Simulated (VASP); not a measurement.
# InSe (C2/m) in VASP: single point with LDA

Aim: the single point of InSe with LDA.

All numbers are computed with VASP 6.6.1; they aren't measurements. Logs are shortened: lines on timing, memory, paths and dates and some standing lists are left out, and cuts for length are marked.

### Step 1. The cell of the first run

Symmetry: C2/m, No. 12, monoclinic system. Conventional cell: a = 11.736 Å, b = 4.110 Å, c = 4.610 Å, α = 90.00°, β = 110.30°, γ = 90.00°. Within 3.4 Å of In (site symmetry m) lie 3 Se at 2.58 to 2.78 Å and 1 In at 2.74 Å. Se (site symmetry m) has 3 In at 2.58 to 2.78 Å within 3.4 Å.

### Step 2. Single point, LDA

The input, INCAR:

```
PREC = Accurate ; ENCUT = 520
EDIFF = 1E-6 ; ISMEAR = -1
SIGMA = 0.01 ; LREAL = False
LASPH = True ; NELM = 100
ALGO = Normal ; ISIF = 2
LWAVE = False ; LCHARG = False
GGA = CA ; NBANDS = 27
```

The input, KPOINTS:

```
Automatic mesh
0
Gamma
  6 6 4
```

The input, POSCAR:

```
InSe
1.0
    5.8679031300     -2.0550000000      0.0000000000
    5.8679031300      2.0550000000      0.0000000000
   -1.5994149700      0.0000000000      4.3236525900
In Se
2 2
Direct
    0.8840000000      0.8840000000      0.0050000000
    0.1160000000      0.1160000000      0.9950000000
    0.6600000000      0.6600000000      0.6420000000
    0.3400000000      0.3400000000      0.3580000000
```

Potentials or basis: VASP PAW LDA potentials, release 64 (In_d, Se).

Started as:

```
$ cat potpaw_LDA.64/In_d/POTCAR potpaw_LDA.64/Se/POTCAR > POTCAR
$ mpirun -np 1 vasp_std > vasp.out
```

OUTCAR:

```text
PREC = Accurate
   ENCUT = 520
   EDIFF = 1E-6
   ISMEAR = -1
   LREAL = False
   LASPH = True
   NELM = 100
   ISIF = 2
   GGA = CA

 ion  position               nearest neighbor table
   1  0.884  0.884  0.005-   3 2.58   2 2.74   4 2.78   4 2.78   2 3.74   2 3.74
   2  0.116  0.116  0.995-   4 2.58   1 2.74   3 2.78   3 2.78   1 3.74   1 3.74
   3  0.660  0.660  0.642-   1 2.58   2 2.78   2 2.78
   4  0.340  0.340  0.358-   2 2.58   1 2.78   1 2.78

  LATTYP: Found a base centered monoclinic cell.
 ALAT       =    11.7358062600
 B/A-ratio  =     0.3502102803
 C/A-ratio  =     0.3928149370
 COS(beta)  =    -0.3469446792

  Lattice vectors:

 A1 = (   5.8679031300,  -2.0550000000,   0.0000000000)
 A2 = (   5.8679031300,   2.0550000000,   0.0000000000)
 A3 = (  -1.5994149700,   0.0000000000,   4.3236525900)

Analysis of symmetry for initial positions (statically):
=====================================================================
 Subroutine PRICEL returns:
 Original cell was already a primitive cell.

 Routine SETGRP: Setting up the symmetry group for a
 base centered monoclinic supercell.

 Subroutine GETGRP returns: Found  4 space group operations
 (whereof  4 operations were pure point group operations)
 out of a pool of  4 trial point group operations.

The static configuration has the point symmetry C_2h.

Analysis of symmetry for dynamics (positions and initial velocities):
=====================================================================
 Subroutine PRICEL returns:
 Original cell was already a primitive cell.

 Routine SETGRP: Setting up the symmetry group for a
 base centered monoclinic supercell.

 Subroutine GETGRP returns: Found  4 space group operations
 (whereof  4 operations were pure point group operations)
 out of a pool of  4 trial point group operations.

The dynamic configuration has the point symmetry C_2h.

 Subroutine INISYM returns: Found  4 space group operations
 (whereof  4 operations are pure point group operations),
 and found     1 'primitive' translations

----------------------------------------------------------------------------------------

                                     Primitive cell

  volume of cell :     104.2739

  direct lattice vectors                    reciprocal lattice vectors
     5.867903130 -2.055000000  0.000000000     0.085209314 -0.243309002  0.031520815
     5.867903130  2.055000000  0.000000000     0.085209314  0.243309002  0.031520815
    -1.599414970  0.000000000  4.323652590     0.000000000  0.000000000  0.231285928

  length of vectors
     6.217339635  6.217339635  4.609999996     0.259718039  0.259718039  0.231285928

  position of ions in fractional coordinates (direct lattice)
     0.884000000  0.884000000  0.005000000
     0.116000000  0.116000000  0.995000000
     0.660000000  0.660000000  0.642000000
     0.340000000  0.340000000  0.358000000

  ion indices of the primitive-cell ions
   primitive index   ion index
                 1           1
                 2           2
                 3           3
                 4           4

----------------------------------------------------------------------------------------

 KPOINTS: Automatic mesh

Automatic generation of k-mesh.
 Grid dimensions read from file:
 generate k-points for:    6    6    4

 Generating k-lattice:

  Cartesian coordinates                     Fractional coordinates (reciprocal lattice)
     0.014201552 -0.040551500  0.005253469     0.166666667  0.000000000 -0.000000000
     0.014201552  0.040551500  0.005253469     0.000000000  0.166666667 -0.000000000
     0.000000000  0.000000000  0.057821482     0.000000000  0.000000000  0.250000000

  Length of vectors
     0.043286340  0.043286340  0.057821482

  Shift w.r.t. Gamma in fractional coordinates (k-lattice)
     0.000000000  0.000000000  0.000000000

 Subroutine IBZKPT returns following result:
 ===========================================

 Found     47 irreducible k-points:

 Following reciprocal coordinates:
            Coordinates               Weight
  0.000000  0.000000  0.000000      1.000000
  0.166667  0.000000  0.000000      4.000000
  0.333333 -0.000000 -0.000000      4.000000
  0.500000  0.000000 -0.000000      2.000000
  0.166667  0.166667  0.000000      2.000000
  0.333333  0.166667  0.000000      4.000000
[... 16 lines left out ...]
 -0.333333  0.166667  0.250000      4.000000
 -0.166667  0.166667  0.250000      4.000000
 [... further k-points ...]
   k-points           NKPTS =     47   k-points in BZ     NKDIM =     47   number of bands    NBANDS=     27
   number of dos      NEDOS =    301   number of ions     NIONS =      4
   total plane-waves  NPLWV =  82944
   dimension x,y,z NGX =    48 NGY =   48 NGZ =   36
   dimension x,y,z NGXF=    96 NGYF=   96 NGZF=   72
   ions per type =               2   2
   NGX,Y,Z   is equivalent  to a cutoff of  12.83, 12.83, 12.98 a.u.
   NGXF,Y,Z  is equivalent  to a cutoff of  25.67, 25.67, 25.96 a.u.
 SYSTEM =  unknown system
   PREC   = accura    normal or accurate (medium, high low for compatibility)
   ISTART =      0    job   : 0-new  1-cont  2-samecut
   ICHARG =      2    charge: 1-file 2-atom 10-const
   ISPIN  =      1    spin polarized calculation?
   LNONCOLLINEAR =      F non collinear calculations
   LSORBIT =      F    spin-orbit coupling
   LASPH  =      T    aspherical Exc in radial PAW
   ENCUT  =  520.0 eV  38.22 Ry    6.18 a.u.  11.56 11.56  8.57*2*pi/ulx,y,z
   NELM   =    100;   NELMIN=  2; NELMDL= -5     # of ELM steps
   EDIFF  = 0.1E-05   stopping-criterion for ELM
   LREAL  =      F    real-space projection
   EDIFFG = 0.1E-04   stopping-criterion for IOM
   NSW    =      0    number of steps for IOM
   IBRION =     -1    ionic relax: 0-MD 1-quasi-New 2-CG
   NFREE  =      0    steps in history (QN), initial steepest desc. (CG)
   ISIF   =      2    stress and relaxation
   ISYM   =      2    0-nonsym 1-usesym 2-fastsym
   POTIM  = 0.5000    time-step for ionic-motion
   TEBEG  =    0.0;   TEEND  =   0.0 temperature during run
   PSTRESS=    0.0 pullay stress
   NELECT =      38.0000    total number of electrons
   NUPDOWN=      -1.0000    fix difference up-down
   EMIN   =  10.00;   EMAX   =-10.00  energy-range for DOS
   EFERMI =   0.00;   METHOD = LEGACY
   ISMEAR =    -1;   SIGMA  =   0.01  broadening in eV -4-tet -1-fermi 0-gaus
   EFERMI_NEDOS =   21; number of points for ismear=-14 and -15
   IALGO  =     38    algorithm
   IMIX   =      4    mixing-type and parameters
     AMIX     =   0.40;   BMIX     =  1.00
     AMIX_MAG =   1.60;   BMIX_MAG =  1.00
  volume/ion in A,a.u.               =      26.07       175.92
  Fermi-wavevector in a.u.,A,eV,Ry     =   1.169349  2.209749 18.604297  1.367377
  Thomas-Fermi vector in A             =   2.305823
   LORBIT       =      0    0 simple, 1 ext, 2 COOP (PROOUT), +10 PAW based schemes
   GGA     = CA    functional components
   LHFCALC =     F    Hartree Fock is set to
   AEXX    =    0.0000 exact exchange contribution
   IVDW    =     0    specifies the selected vdW correction
   LEPSILON=     F    determine dielectric tensor
   LRPA    =     F    only Hartree local field effects (RPA)
 non-spin polarized calculation
  energy-cutoff  :      520.00
  volume of cell :      104.27
 maximum number of plane-waves:      2829
 NGX is ok and might be reduce to    48
   NGX = 23   NGY = 23   NGZ = 17

 number of electron      38.0000002 magnetization

 Free energy of the ion-electron system (eV)
  ---------------------------------------------------
  ext. energy  EPLUGINS =         0.00000000
  ---------------------------------------------------
  free energy    TOTEN  =       -16.53352364 eV

  energy without entropy =      -16.53352364  energy(sigma->0) =      -16.53352364

 E-fermi :   4.8930     XC(G=0):  -9.8915

 val. band max:        4.6593837369   @ k =  -0.3333  -0.3333   0.2500
 cond. band min:       5.7023091416   @ k =   0.5000   0.5000  -0.0000
 fundamental gap:      1.0429254047
 Fermi energy:         4.8929654098

 k-point     1 :       0.0000    0.0000    0.0000
  band No.  band energies     occupation
      1      -9.8837      2.00000
      2      -9.8416      2.00000
      3      -9.5336      2.00000
      4      -9.5126      2.00000
      5      -9.4697      2.00000
      6      -9.4669      2.00000
[... 19 lines left out ...]
     26      11.7211      0.00000
     27      13.3446      0.00000

 k-point     2 :       0.1667    0.0000    0.0000
  band No.  band energies     occupation
      1      -9.8856      2.00000
      2      -9.8273      2.00000
      3      -9.5850      2.00000
      4      -9.5092      2.00000
      5      -9.4884      2.00000
      6      -9.4603      2.00000
[... 19 lines left out ...]
     26      11.6019      0.00000
     27      13.0472      0.00000

 k-point     3 :       0.3333   -0.0000   -0.0000
  band No.  band energies     occupation
      1      -9.8840      2.00000
      2      -9.8160      2.00000
      3      -9.6276      2.00000
      4      -9.5551      2.00000
      5      -9.4789      2.00000
      6      -9.4736      2.00000
[... 19 lines left out ...]
     26      12.5277      0.00000
     27      12.6249      0.00000

 k-point     4 :       0.5000    0.0000   -0.0000
  band No.  band energies     occupation
      1      -9.8819      2.00000
      2      -9.8199      2.00000
      3      -9.6055      2.00000
      4      -9.6052      2.00000
      5      -9.4800      2.00000
      6      -9.4713      2.00000
[... 19 lines left out ...]
     26      12.3088      0.00000
     27      13.3159      0.00000

 k-point     5 :       0.1667    0.1667    0.0000
  band No.  band energies     occupation
      1      -9.9143      2.00000
      2      -9.7895      2.00000
      3      -9.5626      2.00000
      4      -9.5174      2.00000
      5      -9.4728      2.00000
      6      -9.4640      2.00000
[... 19 lines left out ...]
     26      11.6674      0.00000
     27      13.1052      0.00000

 k-point     6 :       0.3333    0.1667    0.0000
  band No.  band energies     occupation
      1      -9.9213      2.00000
      2      -9.7567      2.00000
      3      -9.5966      2.00000
      4      -9.5347      2.00000
      5      -9.4951      2.00000
      6      -9.4517      2.00000
[... 444 lines left out ...]
      1      -9.9276      2.00000
      2      -9.7686      2.00000
      3      -9.5986      2.00000
      4      -9.5357      2.00000
      5      -9.4907      2.00000
      6      -9.4558      2.00000
[... 19 lines left out ...]
     26      10.6471      0.00000
     27      12.7373      0.00000

 k-point    22 :       0.5000    0.1667    0.2500
  band No.  band energies     occupation
      1      -9.9267      2.00000
      2      -9.7766      2.00000
      3      -9.6256      2.00000
      4      -9.6053      2.00000
      5      -9.4911      2.00000
      6      -9.4604      2.00000
[... 19 lines left out ...]
     26      11.3256      0.00000
     27      13.0406      0.00000

 k-point    23 :      -0.3333    0.1667    0.2500
  band No.  band energies     occupation
      1      -9.9117      2.00000
      2      -9.8152      2.00000
      3      -9.6751      2.00000
      4      -9.5765      2.00000
      5      -9.5003      2.00000
      6      -9.4543      2.00000
[... 19 lines left out ...]
     26      11.5336      0.00000
     27      13.2301      0.00000

 k-point    24 :      -0.1667    0.1667    0.2500
  band No.  band energies     occupation
      1      -9.8761      2.00000
      2      -9.8614      2.00000
      3      -9.6541      2.00000
      4      -9.5352      2.00000
      5      -9.4966      2.00000
      6      -9.4622      2.00000
[... 19 lines left out ...]
     26      12.2218      0.00000
     27      12.8527      0.00000

 [... further k-points ...]

------------------------ aborting loop because EDIFF is reached ----------------------------------------

  FORCE on cell =-STRESS in cart. coord.  units (eV):
  Direction    XX          YY          ZZ          XY          YZ          ZX
  --------------------------------------------------------------------------------------
  -------------------------------------------------------------------------------------
  Total       -0.1643770     -1.9335349     -1.4662642      0.0000000      0.0000000      1.3670290
  in kB       -2.5256663    -29.7089322    -22.5292774      0.0000000      0.0000000     21.0045197
  external PRESSURE =     -18.2546253 kB  Pullay stress =       0.0000000 kB

 VOLUME and BASIS-vectors are now :
 -----------------------------------------------------------------------------
  energy-cutoff  :      520.00
  volume of cell :      104.27
      direct lattice vectors                 reciprocal lattice vectors
     5.867903130 -2.055000000  0.000000000     0.085209314 -0.243309002  0.031520815
     5.867903130  2.055000000  0.000000000     0.085209314  0.243309002  0.031520815
    -1.599414970  0.000000000  4.323652590     0.000000000  0.000000000  0.231285928

 POSITION                                       TOTAL-FORCE (eV/Angst)
 -----------------------------------------------------------------------------------
     10.36646      0.00000      0.02162        -0.214346      0.000000      0.513181
     -0.23006      0.00000      4.30203         0.214346      0.000000     -0.513181
      6.71881      0.00000      2.77578        -0.668552      0.000000      0.094643
      3.41758      0.00000      1.54787         0.668552      0.000000     -0.094643
 -----------------------------------------------------------------------------------
    total drift:                               -0.000000     -0.000000      0.000000

  FREE ENERGIE OF THE ION-ELECTRON SYSTEM (eV)
  ---------------------------------------------------
  free  energy   TOTEN  =       -16.5335236376 eV

  energy  without entropy=      -16.5335236376  energy(sigma->0) =      -16.53352364
```

Run time: 2 min. Hardware: 1 thread of Intel Xeon Platinum 8375C at 2.90GHz (Ice Lake), shared host; peak memory 0.29 GiB.

What came out:

* Free energy: -16.5335 eV
* Pressure: -1.8 GPa
* Largest force: 0.675 eV/Å
* Band gap on the k mesh: 1.04 eV, indirect (least direct gap 1.33 eV)

Forces in eV/Å, atoms in the order of the input:
```
In  -0.214  0.000  0.513
In   0.214  0.000 -0.513
Se  -0.669  0.000  0.095
Se   0.669  0.000 -0.095
```

Stress tensor (GPa, compression positive):
```
-0.25  0.00  2.10
 0.00 -2.97  0.00
 2.10  0.00 -2.25
```

Levels at points of the mesh, in eV from the valence-band top:
```csv
k point,band 15,band 16,band 17,band 18,band 19,band 20,band 21,band 22,band 23,band 24
"(0.00, 0.00, 0.00)",-3.97,-2.69,-2.16,-1.65,-1.02,2.82,3.54,4.39,4.65,5.36
"(0.50, 0.00, 0.00)",-2.28,-1.91,-1.54,-1.48,-1.13,1.49,2.43,3.13,3.34,4.31
"(0.50, 0.50, 0.00)",-2.58,-2.52,-1.08,-0.50,-0.29,1.04,2.89,3.09,4.48,5.69
"(0.00, 0.00, 0.50)",-2.08,-1.50,-1.48,-1.02,-0.28,1.08,2.32,3.37,3.64,5.50
"(0.50, 0.00, 0.50)",-3.94,-3.21,-2.68,-2.33,-1.56,2.21,3.31,4.03,4.64,6.39
"(0.50, 0.50, 0.50)",-2.30,-1.32,-1.27,-1.27,-0.43,2.38,3.00,3.25,3.90,4.96
```

Caveat: spin-orbit coupling is left out, which moves the levels of the heavy elements. Expect the measured gap to be larger: semilocal functionals such as LDA lack the derivative discontinuity.
